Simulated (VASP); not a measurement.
Co: single point with PBEsol

Crystal: Co.

```
Co
1.0
     2.33245    0.00000    0.00000
    -1.16623    2.01996    0.00000
     0.00000    0.00000    8.16396
Co
4
Direct
  0.00000 0.00000 0.00000
  0.33333 0.66667 0.25000
  0.00000 0.00000 0.50000
  0.66667 0.33333 0.75000
```

This cell differs from its parent crystal: strain -0.050 along x and y, +0.025 along z.

* Program: VASP 6.6.1
* Task: single point
* Functional: PBEsol
* Potentials or basis: VASP PAW PBE potentials, release 64 (Co)
* Cutoff: 520 eV
* k mesh: 24 × 24 × 6
* Occupations: gaussian, width 0.15 eV
* Spin: collinear spin, ferromagnetic start
* Starting moments: [1.81, 1.83, 1.81, 1.83] μB
* Dipole correction: no
* Further INCAR settings: ALGO = Fast; EDIFF = 1e-07; NBANDS = 30

The pressure is 23.9 GPa. The net moment is 6.19 μB per cell. The site moments are Co +1.53, +1.55 (each value once) μB and the valence electrons inside the program's atomic spheres are Co 8.55, 8.54 (each value once).

Stress tensor (GPa, compression positive):
```
35.07  0.00  0.00
 0.00 35.07  0.00
 0.00  0.00  1.56
```

Levels at points of the mesh, in eV from the Fermi level:
Spin up:
```
           k point  band 18  band 19  band 20  band 21  band 22  band 23  band 24  band 25
(0.00, 0.00, 0.00)    -1.27    -1.27    -1.21    -1.05    -1.05    -0.66    -0.66     6.23
(0.50, 0.00, 0.00)    -0.20    -0.18    -0.14     0.44     1.55     3.06     3.74     8.23
(0.00, 0.00, 0.50)    -1.48    -1.48    -1.48    -0.81    -0.81    -0.81    -0.81     8.97
(0.50, 0.00, 0.50)    -0.23    -0.15    -0.15     1.62     1.62     3.29     3.29     8.44
```
Spin down:
| k point | band 11 | band 12 | band 13 | band 14 | band 15 | band 16 | band 17 | band 18 |
| --- | --- | --- | --- | --- | --- | --- | --- | --- |
| (0.00, 0.00, 0.00) | -1.27 | -1.13 | -1.11 | -1.11 | -1.03 | -1.03 | 0.17 | 0.17 |
| (0.50, 0.00, 0.00) | -1.07 | -0.02 | -0.01 | 0.73 | 1.22 | 1.26 | 1.42 | 1.52 |
| (0.00, 0.00, 0.50) | -1.27 | -1.27 | -1.11 | -1.11 | -1.11 | -1.11 | 0.33 | 0.33 |
| (0.50, 0.00, 0.50) | -0.78 | -0.78 | -0.34 | -0.34 | 0.85 | 0.85 | 1.53 | 1.53 |

It took 21 min on 1 thread of Oxide Virtual Turin-like Processor, with other jobs on the host, peak memory 0.42 GiB.

Caveat: the cell differs from its parent crystal (strain -0.050 along x and y, +0.025 along z); the stress differs along the axes, from 2 to 35 GPa; the PAW data sets were made with another functional, which shifts forces and pressure a little.
